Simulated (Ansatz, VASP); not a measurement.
**One calculation of Te, two programs**

```
CELL_PARAMETERS angstrom
-1.94995 1.94995 1.94995
1.94995 -1.94995 1.94995
1.94995 1.94995 -1.94995
ATOMIC_POSITIONS crystal
Te 0.00000 0.00000 0.00000
```

Alike in both runs: task single point; functional r2SCAN; k mesh 13 × 13 × 13; occupations fermi-dirac, width 0.1 eV; no spin polarisation.

|  | VASP | Ansatz |
| --- | --- | --- |
| version | VASP 6.6.1 | Ansatz 0.2.0 |
| potentials or method | VASP PAW PBE potentials, release 64 (Te), cutoff 520 eV | plane waves (500 eV) with PAW, scalar-relativistic |
| valence electrons in the cell | 6 | 16 |

```tsv
	VASP	Ansatz	Ansatz less VASP
pressure (GPa)	-2.1	-2.0	+0.06
```

VASP's potentials were made for PBE, not for r2SCAN. With one functional, cell and mesh, what is left measures potentials, basis and numerics. VASP's potentials hold 6 valence electrons a cell and Ansatz's 16, so a difference there can come from the potentials and not from the codes.

Neither program's run includes spin-orbit coupling.
